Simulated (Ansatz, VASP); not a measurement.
# Two plane-wave programs on SnO

```
Sn O
1.0
     4.12550    0.00000    0.00000
    -2.06275    3.57279    0.00000
     0.00000    0.00000    5.18540
Sn O
2 2
Cartesian
  0.0000 2.3819 1.2964
  2.0627 1.1909 3.8891
  2.0627 1.1909 1.2964
  0.0000 2.3819 3.8891
```

Alike in both runs: task single point; functional r2SCAN; k mesh 8 × 8 × 1; no spin polarisation.

```csv
,VASP,Ansatz
version,VASP 6.6.1,Ansatz 0.2.0
potentials or method,"VASP PAW PBE potentials, release 64 (Sn_d, O)",plane waves
plane-wave cutoff (eV),520,500
occupations,"gaussian, width 0.01 eV",fixed
valence electrons in the cell,40,40
```

Ansatz gave:

```
gap on the k mesh at the Fermi level (eV)                     : 2.01
pressure (GPa)                                                : -3.7
traceless stress, the component that is largest in VASP (GPa) : -15.48
```

**Question.** Estimate VASP's values.

**Answer.** gap on the k mesh at the Fermi level (eV): 2.01; pressure (GPa): -3.5; traceless stress, the component that is largest in VASP (GPa): -15.65.

VASP's potentials were made for PBE, not for r2SCAN.

The k mesh is coarse, so the values compare programs but aren't converged.
